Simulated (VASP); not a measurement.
TaSiO4, 6 atoms in the cell. The structure is cubic, space group F-43m (No. 216). The conventional cell has a = 6.333 Å, b = 6.333 Å, c = 6.333 Å, α = 90.00°, β = 90.00°, γ = 90.00°. Ta (site symmetry -43m) has 12 O at 2.63 Å and 4 Si at 2.74 Å within 3.5 Å. Within 3.5 Å of Si (site symmetry -43m) lie 12 O at 2.62 Å and 4 Ta at 2.74 Å. Within 2.9 Å of O (site symmetry 3m) lie 6 O at 2.22 to 2.26 Å and 3 Si at 2.62 Å and 3 Ta at 2.63 Å. 

| Item | Value |
| --- | --- |
| Program | VASP 6.6.1 |
| Task | single point |
| Functional | PBE |
| Potentials or basis | VASP PAW PBE potentials, release 64 (Ta_pv, Si, O) |
| Cutoff | 520 eV |
| k mesh | 6 × 6 × 6 |
| Occupations | gaussian, width 0.1 eV |
| Spin | no spin polarisation |
| Dipole correction | no |
| Further INCAR settings | ALGO = Normal; EDIFF = 1e-07; NBANDS = 28 |

Potentials or basis: VASP PAW PBE potentials, release 64 (Ta_pv, Si, O).

Launch:

```bash
$ cat potpaw_PBE.64/Ta_pv/POTCAR potpaw_PBE.64/Si/POTCAR potpaw_PBE.64/O/POTCAR > POTCAR
$ mpirun -np 1 vasp_std > vasp.out
```

Hardware: 1 thread of Intel(R) Xeon(R) Platinum 8259CL CPU @ 2.50GHz (Skylake/Cascade Lake), on a shared host.

Task: Estimate the wall time of this run.

Result: It took 56 s on 1 thread of Intel(R) Xeon(R) Platinum 8259CL CPU @ 2.50GHz (Skylake/Cascade Lake) (shared host), peak memory 0.2 GiB. Counts: scf iterations 20, k points 16.
